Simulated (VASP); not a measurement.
# Al2Cu (P4/mmm) in VASP: single point with r2SCAN

Aim: the single point of Al2Cu with r2SCAN.

All numbers are computed with VASP 6.6.1; they aren't measurements. Logs are shortened: lines on timing, memory, paths and dates and some standing lists are left out, and cuts for length are marked.

## Step 1: The cell of the first run

The structure is tetragonal, space group P4/mmm (No. 123). The conventional cell has a = 4.088 Å, b = 4.088 Å, c = 2.851 Å, α = 90.00°, β = 90.00°, γ = 90.00°. Within 3.3 Å of Al (site symmetry mmm) lie 4 Cu at 2.49 Å and 6 Al at 2.85 to 2.89 Å. Within 3.3 Å of Al (site symmetry mmm) lie 4 Cu at 2.49 Å and 6 Al at 2.85 to 2.89 Å. Within 3.3 Å of Cu (site symmetry 4/mmm) lie 8 Al at 2.49 Å and 2 Cu at 2.85 Å.

## Step 2: Single point, r2SCAN

The input, POSCAR:

```
Al2Cu
1.0
    0.0000000000     -4.0880282815      0.0000000000
    0.0000000000      0.0000000000     -2.8513253939
   12.2640848444      0.0000000000      0.0000000000
Al Cu
6 3
Direct
    0.0000000000      0.5000000000      0.1666666667
    0.0000000000      0.5000000000      0.5000000000
    0.0000000000      0.5000000000      0.8333333333
    0.5000000000      0.5000000000      0.0000000000
    0.5000000000      0.5000000000      0.3333333333
    0.5000000000      0.5000000000      0.6666666667
    0.0000000000      0.0000000000      0.3333333333
    0.0000000000      0.0000000000      0.6666666667
    0.0000000000      0.0000000000      0.0000000000
```

The input, INCAR.step1:

```
SYSTEM = Al2Cu
  PREC = Accurate
  ENCUT = 520
  ISMEAR = 0
  SIGMA = 0.15
  LREAL = .FALSE.
  LASPH = .TRUE.
  NELM = 60
  NBANDS = 36
  GGA = PE
  ALGO = Normal
  EDIFF = 1E-4
  LWAVE = .TRUE.
  LCHARG = .FALSE.
  KPAR = 4
```

The input, INCAR.step2:

```
SYSTEM = Al2Cu
  PREC = Accurate
  ENCUT = 520
  EDIFF = 1E-7
  ISMEAR = 0
  SIGMA = 0.15
  LREAL = .FALSE.
  LASPH = .TRUE.
  NELM = 60
  ALGO = Normal
  ISIF = 2
  LWAVE = .FALSE.
  LCHARG = .FALSE.
  METAGGA = R2SCAN
  LMIXTAU = .TRUE.
  NBANDS = 36
  ISTART = 1
  KPAR = 4
```

The input, KPOINTS:

```
regular mesh
0
G
  11 16 4
  0 0 0
```

Potentials or basis: VASP PAW PBE potentials, release 64 (Al, Cu).

On the command line:

```sh
$ cat potpaw_PBE.64/Al/POTCAR potpaw_PBE.64/Cu/POTCAR > POTCAR
$ cp INCAR.step1 INCAR
$ mpirun -np 4 vasp_std > vasp.out
$ cp INCAR.step2 INCAR
$ mpirun -np 4 vasp_std > vasp.out
```

OUTCAR:

```text
SYSTEM = Al2Cu
   PREC = Accurate
   ENCUT = 520
   EDIFF = 1E-7
   ISMEAR = 0
   LREAL = .FALSE.
   LASPH = .TRUE.
   NELM = 60
   ISIF = 2
   METAGGA = R2SCAN
   ISTART = 1

 ion  position               nearest neighbor table
   1  0.000  0.500  0.167-   7 2.49   7 2.49   9 2.49   9 2.49   5 2.89   5 2.89   4 2.89   4 2.89

   2  0.000  0.500  0.500-   7 2.49   8 2.49   7 2.49   8 2.49   5 2.89   6 2.89   5 2.89   6 2.89

   3  0.000  0.500  0.833-   8 2.49   8 2.49   9 2.49   9 2.49   6 2.89   6 2.89   4 2.89   4 2.89
[... 9 lines left out ...]
   8  0.000  0.000  0.667-   3 2.49   3 2.49   6 2.49   6 2.49   6 2.49   6 2.49   2 2.49   2 2.49

   9  0.000  0.000  0.000-   4 2.49   4 2.49   4 2.49   4 2.49   3 2.49   3 2.49   1 2.49   1 2.49

  LATTYP: Found a simple orthorhombic cell.
 ALAT       =     2.8513253939
 B/A-ratio  =     1.4337291318
 C/A-ratio  =     4.3011873954

  Lattice vectors:

 A1 = (   0.0000000000,   0.0000000000,   2.8513253939)
 A2 = (   0.0000000000,  -4.0880282815,   0.0000000000)
 A3 = (  12.2640848444,   0.0000000000,   0.0000000000)

Analysis of symmetry for initial positions (statically):
=====================================================================
 Subroutine PRICEL returns following result:

  LATTYP: Found a simple tetragonal cell.
 ALAT       =     4.0880282815
 C/A-ratio  =     0.6974818170

  Lattice vectors:

 A1 = (   0.0000000000,   4.0880282815,   0.0000000000)
 A2 = (   4.0880282811,   0.0000000000,   0.0000000000)
 A3 = (   0.0000000000,   0.0000000000,  -2.8513253939)

   3 primitive cells build up your supercell.

 Routine SETGRP: Setting up the symmetry group for a
 simple orthorhombic supercell.

 Subroutine GETGRP returns: Found  8 space group operations
 (whereof  8 operations were pure point group operations)
 out of a pool of  8 trial point group operations.

The static configuration has the point symmetry D_2h.

Analysis of symmetry for dynamics (positions and initial velocities):
=====================================================================
 Subroutine PRICEL returns following result:

  LATTYP: Found a simple tetragonal cell.
 ALAT       =     4.0880282815
 C/A-ratio  =     0.6974818170

  Lattice vectors:

 A1 = (   0.0000000000,   4.0880282815,   0.0000000000)
 A2 = (   4.0880282811,   0.0000000000,   0.0000000000)
[... 117 lines left out ...]
   IBRION =     -1    ionic relax: 0-MD 1-quasi-New 2-CG
   NFREE  =      0    steps in history (QN), initial steepest desc. (CG)
   ISIF   =      2    stress and relaxation
   ISYM   =      2    0-nonsym 1-usesym 2-fastsym
   POTIM  = 0.5000    time-step for ionic-motion
   TEBEG  =    0.0;   TEEND  =   0.0 temperature during run
   PSTRESS=    0.0 pullay stress
   NELECT =      51.0000    total number of electrons
   NUPDOWN=      -1.0000    fix difference up-down
   EMIN   =  10.00;   EMAX   =-10.00  energy-range for DOS
   EFERMI =   0.00;   METHOD = LEGACY
   ISMEAR =     0;   SIGMA  =   0.15  broadening in eV -4-tet -1-fermi 0-gaus
   EFERMI_NEDOS =   21; number of points for ismear=-14 and -15
   IALGO  =     38    algorithm
   IMIX   =      4    mixing-type and parameters
     AMIX     =   0.40;   BMIX     =  1.00
     AMIX_MAG =   1.60;   BMIX_MAG =  1.00
  volume/ion in A,a.u.               =      15.88       107.19
  Fermi-wavevector in a.u.,A,eV,Ry     =   1.161091  2.194144 18.342456  1.348132
  Thomas-Fermi vector in A             =   2.297667
   LORBIT       =      0    0 simple, 1 ext, 2 COOP (PROOUT), +10 PAW based schemes
   METAGGA = R2SCAN    functional components
   LHFCALC =     F    Hartree Fock is set to
   AEXX    =    0.0000 exact exchange contribution
   IVDW    =     0    specifies the selected vdW correction
   LEPSILON=     F    determine dielectric tensor
   LRPA    =     F    only Hartree local field effects (RPA)
 non-spin polarized calculation
 Gauss-broadening in eV      SIGMA  =   0.15
  energy-cutoff  :      520.00
  volume of cell :      142.95
 maximum number of plane-waves:      3876
   NGX = 15   NGY = 11   NGZ = 45

 number of electron      50.9999938 magnetization

 Free energy of the ion-electron system (eV)
  ---------------------------------------------------
  ext. energy  EPLUGINS =         0.00000000
  ---------------------------------------------------
  free energy    TOTEN  =       -73.26191598 eV

  energy without entropy =      -73.23806603  energy(sigma->0) =      -73.24999100

 E-fermi :   7.3066     XC(G=0): -11.2156

 val. band max:        7.2829052780   @ k =   0.1818   0.5000   0.5000
 cond. band min:       7.3345374974   @ k =   0.0909   0.3750   0.2500
 fundamental gap:      0.0516322195
 Fermi energy:         7.3065563833

 k-point     1 :       0.0000    0.0000    0.0000
  band No.  band energies     occupation
      1      -3.9336      2.00000
      2      -2.9780      2.00000
      3      -2.9780      2.00000
      4       0.2048      2.00000
      5       0.2048      2.00000
      6       1.6094      2.00000
[... 925 lines left out ...]
     35      13.0470      0.00000
     36      14.5542      0.00000

 [... further k-points ...]

------------------------ aborting loop because EDIFF is reached ----------------------------------------

  FORCE on cell =-STRESS in cart. coord.  units (eV):
  Direction    XX          YY          ZZ          XY          YZ          ZX
  --------------------------------------------------------------------------------------
  -------------------------------------------------------------------------------------
  Total        0.1412948      0.0889681     -0.4695070      0.0000000      0.0000000      0.0000000
  in kB        1.5835832      0.9971236     -5.2620725      0.0000000      0.0000000      0.0000000
  external PRESSURE =      -0.8937886 kB  Pullay stress =       0.0000000 kB

 VOLUME and BASIS-vectors are now :
 -----------------------------------------------------------------------------
  energy-cutoff  :      520.00
  volume of cell :      142.95
      direct lattice vectors                 reciprocal lattice vectors
     0.000000000 -4.088028281  0.000000000     0.000000000 -0.244616703  0.000000000
     0.000000000  0.000000000 -2.851325394     0.000000000  0.000000000 -0.350714093
    12.264084844  0.000000000  0.000000000     0.081538901  0.000000000  0.000000000

 POSITION                                       TOTAL-FORCE (eV/Angst)
 -----------------------------------------------------------------------------------
      2.04401      0.00000     -1.42566        -0.000000      0.000000      0.000000
      6.13204      0.00000     -1.42566         0.000000      0.000000     -0.000000
     10.22007      0.00000     -1.42566         0.000000      0.000000     -0.000000
      0.00000     -2.04401     -1.42566         0.000000      0.000000      0.000000
      4.08803     -2.04401     -1.42566         0.000000      0.000000     -0.000000
      8.17606     -2.04401     -1.42566         0.000000      0.000000     -0.000000
      4.08803      0.00000      0.00000         0.000000     -0.000000     -0.000000
      8.17606      0.00000      0.00000        -0.000000      0.000000     -0.000000
      0.00000      0.00000      0.00000         0.000000      0.000000      0.000000
 -----------------------------------------------------------------------------------
    total drift:                                0.000000      0.000000      0.000000

  FREE ENERGIE OF THE ION-ELECTRON SYSTEM (eV)
  ---------------------------------------------------
  free  energy   TOTEN  =       -73.2619159762 eV

  energy  without entropy=      -73.2380660305  energy(sigma->0) =      -73.24999100
```

OUTCAR.step1:

```text
SYSTEM = Al2Cu
   PREC = Accurate
   ENCUT = 520
   ISMEAR = 0
   LREAL = .FALSE.
   LASPH = .TRUE.
[... 1204 lines left out ...]
      4.08803      0.00000      0.00000         0.000000     -0.000000     -0.000000
      8.17606      0.00000      0.00000        -0.000000      0.000000     -0.000000
      0.00000      0.00000      0.00000         0.000000      0.000000     -0.000000
 -----------------------------------------------------------------------------------
    total drift:                                0.000000      0.000000     -0.000000

  FREE ENERGIE OF THE ION-ELECTRON SYSTEM (eV)
  ---------------------------------------------------
  free  energy   TOTEN  =       -33.8638316671 eV

  energy  without entropy=      -33.8365146979  energy(sigma->0) =      -33.85017318
```

Wall time 32 min (4 MPI ranks of Oxide Virtual Turin-like, shared host); peak memory 0.71 GiB.

What came out:

```
Free energy            : -73.2619 eV
Pressure               : -0.1 GPa
Band gap on the k mesh : zero (an odd number of electrons rules out a gap without spin polarisation)
```

Caveat: the PAW data sets were made with another functional, which shifts forces and pressure a little.

The gap in the log of VASP goes by the Fermi energy; the results here count the filled bands.